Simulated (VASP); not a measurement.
Write the native input for VASP 6.6.1 that does the following.

```yaml
Task: single point
Functional: HSE06
Potentials_or_basis: VASP PAW PBE potentials, release 64 (Al, N)
Cutoff: 520 eV
k_mesh: 8 × 8 × 8
Occupations: gaussian, width 0.01 eV
Spin: no spin polarisation
Dipole_correction: no
Grid_for_exact_exchange_PRECFOCK: Normal
Further_INCAR_settings: ALGO = Normal; EDIFF = 1e-06; NBANDS = 11
Share_of_exact_exchange: 0.25
Screening_parameter: 0.2079 1/Å
```

AlN:

```
CELL_PARAMETERS angstrom
0.00000 2.02896 2.02896
2.02896 0.00000 2.02896
2.02896 2.02896 0.00000
ATOMIC_POSITIONS crystal
Al 0.00000 0.00000 0.00000
N 0.50000 0.50000 0.50000
```

This cell differs from its parent crystal: strain +0.5%.

The input as run:

POSCAR

```
AlN
1.0
    0.0000000000      2.0289627935      2.0289627935
    2.0289627935      0.0000000000      2.0289627935
    2.0289627935      2.0289627935      0.0000000000
Al N
1 1
Direct
    0.0000000000      0.0000000000      0.0000000000
    0.5000000000      0.5000000000      0.5000000000
```

INCAR.step1

```
SYSTEM = AlN
PREC     = Accurate       ! precision mode
ENCUT    = 520            ! plane-wave cutoff, eV
EDIFF    = 1E-5           ! SCF threshold, eV
ISMEAR   = 0              ! smearing method
SIGMA    = 0.01           ! smearing width, eV
LREAL    = .FALSE.        ! projectors in reciprocal space
LASPH    = .TRUE.         ! aspherical terms in the spheres
NELM     = 60             ! most SCF steps
ALGO     = Normal         ! electronic algorithm
ISIF     = 2              ! what is computed and relaxed
LWAVE    = .TRUE.         ! write WAVECAR
LCHARG   = .FALSE.        ! write CHGCAR
NBANDS   = 11             ! bands
GGA      = PE             ! functional
```

INCAR.step2

```
SYSTEM = AlN
PREC     = Accurate       ! precision mode
ENCUT    = 520            ! plane-wave cutoff, eV
EDIFF    = 1E-6           ! SCF threshold, eV
ISMEAR   = 0              ! smearing method
SIGMA    = 0.01           ! smearing width, eV
LREAL    = .FALSE.        ! projectors in reciprocal space
LASPH    = .TRUE.         ! aspherical terms in the spheres
NELM     = 60             ! most SCF steps
ALGO     = Normal         ! electronic algorithm
ISIF     = 2              ! what is computed and relaxed
LWAVE    = .FALSE.        ! write WAVECAR
LCHARG   = .FALSE.        ! write CHGCAR
GGA      = PE             ! functional
LHFCALC  = .TRUE.         ! exact exchange
HFSCREEN = 0.2079         ! screening, 1/A
PRECFOCK = Normal       
NBANDS   = 11             ! bands
ISTART   = 1
```

KPOINTS

```
Automatic mesh
0
G
  8 8 8
  0 0 0
```

Potentials or basis: VASP PAW PBE potentials, release 64 (Al, N).

Command:

```bash
$ cat potpaw_PBE.64/Al/POTCAR potpaw_PBE.64/N/POTCAR > POTCAR
$ cp INCAR.step1 INCAR
$ mpirun -np 1 vasp_std > vasp.out
$ cp INCAR.step2 INCAR
$ mpirun -np 1 vasp_std > vasp.out
```

It gave:

- Pressure: -5.4 GPa
- Band gap on the k mesh: 5.86 eV (least direct gap 7.03 eV)

Caveat: the cell differs from its parent crystal (strain +0.5%); the cell stands under tension; the structure was generated, so it needn't be the stable form of AlN; the PAW data sets were made with another functional, which shifts forces and pressure a little.

Run time: 14 min on 1 thread of Intel(R) Xeon(R) Platinum 8488C (Sapphire Rapids), on a shared host, peak memory 0.25 GiB.
